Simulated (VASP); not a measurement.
**InSb: single point with PBE**

Crystal: InSb.

```
In Sb
1.0
     0.00000    3.51879    2.74465
     3.51879    0.00000    2.74465
     3.51879    3.51879    0.00000
In Sb
1 1
Direct
  0.00000 0.00000 0.00000
  0.75000 0.75000 0.75000
```

This cell differs from its parent crystal: ratio of the length along z to the lengths across it x 0.78, volume and fractional coordinates fixed.

```json
{
 "Program": "VASP 6.6.1",
 "Task": "single point",
 "Functional": "PBE",
 "Potentials or basis": "VASP PAW PBE potentials, release 64 (In_d, Sb)",
 "Cutoff": "520 eV",
 "k mesh": "14 × 14 × 14",
 "Occupations": "gaussian, width 0.15 eV",
 "Spin": "no spin polarisation",
 "Dipole correction": "no",
 "Further INCAR settings": "ALGO = Normal; EDIFF = 1e-06; NBANDS = 16"
}
```

```json
{"Pressure": "2.1 GPa", "Band gap on the k mesh": "zero (bands 9 and 10 overlap by 0.30 eV)"}
```

Stress tensor (GPa, compression positive):
```
1.00 0.00 0.00
0.00 1.00 0.00
0.00 0.00 4.24
```

Levels at points of the mesh, in eV from the Fermi level:
```tsv
k point	band 7	band 8	band 9	band 10	band 11	band 12
(0.00, 0.00, 0.00)	-0.62	-0.48	-0.48	0.37	2.78	3.30
(0.50, 0.00, 0.00)	-5.68	-1.75	-0.60	-0.05	3.10	4.56
(0.50, 0.50, 0.00)	-5.25	-3.10	-3.10	0.10	0.66	8.02
(0.50, 0.00, 0.50)	-6.31	-1.85	-1.70	1.68	1.88	6.33
```

It took 110 s on 1 thread of Intel(R) Xeon(R) Platinum 8559C (Emerald Rapids), on a shared host, peak memory 0.41 GiB.

Caveat: semilocal functionals underestimate gaps, so a narrow gap can read as zero; spin-orbit coupling is left out, which moves the levels of the heavy elements.
